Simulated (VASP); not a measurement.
ZrC3: single point with PBE

The system is ZrC3.

```xyz
4
Lattice="2.2313 1.2882 2.6175 -2.2313 1.2882 2.6175 0.0000 -2.5765 2.6175" Properties=species:S:1:pos:R:3 pbc="T T T"
Zr    0.0000    0.0000    3.6697
C    -1.8081    0.5552    2.3609
C     1.3849    1.2882    2.3609
C     0.4232   -1.8435    2.3609
```

The cell was generated, and may not be a known phase.

```json
{
 "Program": "VASP 6.6.1",
 "Task": "single point",
 "Functional": "PBE",
 "Potentials or basis": "VASP PAW PBE potentials, release 64 (Zr_sv, C_h)",
 "Cutoff": "1300 eV",
 "k mesh": "6 × 6 × 6",
 "Occupations": "gaussian, width 0.1 eV",
 "Spin": "no spin polarisation",
 "Dipole correction": "no",
 "Further INCAR settings": "ALGO = Normal; EDIFF = 1e-06; NBANDS = 20"
}
```

```yaml
Pressure: 0.1 GPa
Largest_force: 0.004 eV/Å
Band_gap_on_the_k_mesh: zero (bands 12 and 13 overlap by 3.13 eV)
```

Forces in eV/Å, atoms in the order of the input:
```
Zr   0.000  0.000  0.000
C   -0.002  0.003  0.000
C    0.004  0.000  0.000
C   -0.002 -0.003  0.000
```

Levels at points of the mesh, in eV from the Fermi level:
```csv
k point,band 10,band 11,band 12,band 13,band 14,band 15
"(0.00, 0.00, 0.00)",-5.12,-4.13,-2.01,-2.01,1.85,4.51
"(0.50, 0.00, 0.00)",-2.95,-2.64,-0.55,1.05,1.34,2.10
"(0.50, 0.50, 0.00)",-4.80,-3.64,-1.88,1.93,2.64,2.83
"(0.50, 0.50, 0.50)",-3.09,-3.09,1.12,1.70,1.70,3.63
```

Run time: 6.1 min on 1 thread of AMD EPYC 7R43 64-Core Processor (Zen 3) (shared host), peak memory 0.36 GiB.
